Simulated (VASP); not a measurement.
Wanted: the native input for a VASP 6.6.1 run.

```yaml
Task: electric field gradients
Functional: PBEsol
Potentials_or_basis: VASP PAW PBE potentials, release 64 (Mg, H, O)
Cutoff: 520 eV
k_mesh: 8 × 8 × 2
Occupations: fermi-dirac, width 0.02 eV
Spin: no spin polarisation
Dipole_correction: no
Further_INCAR_settings: ALGO = Normal; EDIFF = 1e-08; NBANDS = 36
```

The structure of Mg5H2O6 lies in POSCAR:

```
Mg5H2O6
1.0
    3.0067254844      0.0000000000      0.0000000000
   -1.5033627422      2.6039006517      0.0000000000
    0.0000000000      0.0000000000     14.5381729901
Mg H O
5 2 6
Direct
    0.6666666667      0.3333333333      0.1669002200
    0.3333333333      0.6666666667      0.8330997800
    0.3333333333      0.6666666667      0.3339015700
    0.6666666667      0.3333333333      0.6660984300
    0.0000000000      0.0000000000      0.5000000000
    0.3333333333      0.6666666667      0.0276981800
    0.6666666667      0.3333333333      0.9723018200
    0.3333333333      0.6666666667      0.5830961400
    0.6666666667      0.3333333333      0.4169038600
    0.0000000000      0.0000000000      0.7494001900
    0.6666666667      0.3333333333      0.9062668200
    0.3333333333      0.6666666667      0.0937331800
    0.0000000000      0.0000000000      0.2505998100
```

The input as run:

INCAR

```
SYSTEM = Mg5H2O6
PREC = Accurate
ENCUT = 520
EDIFF = 1E-8
ISMEAR = -1
SIGMA = 0.02
LREAL = .FALSE.
LASPH = .TRUE.
NELM = 100
ALGO = Normal
ISIF = 2
LWAVE = .FALSE.
LCHARG = .FALSE.
GGA = PS
LEFG = .TRUE.
NBANDS = 36
```

KPOINTS

```
regular mesh
0
G
  8 8 2
  0 0 0
```

Potentials or basis: VASP PAW PBE potentials, release 64 (Mg, H, O).

Command:

```sh
$ cat potpaw_PBE.64/Mg/POTCAR potpaw_PBE.64/H/POTCAR potpaw_PBE.64/O/POTCAR > POTCAR
$ mpirun -np 1 vasp_std > vasp.out
```

Results of the run:

```
Pressure               : 1.2 GPa
Largest force          : 0.633 eV/Å
Band gap on the k mesh : 4.13 eV, direct
```

Caveat: without QUAD_EFG the Cq values of the log hold for a quadrupole moment of 1 mb, not for the nuclei; the PAW data sets were made with another functional, which shifts forces and pressure a little.

Run time: 82 s on 1 thread of Intel(R) Xeon(R) Platinum 8559C (Emerald Rapids), with other jobs on the host, peak memory 0.25 GiB.
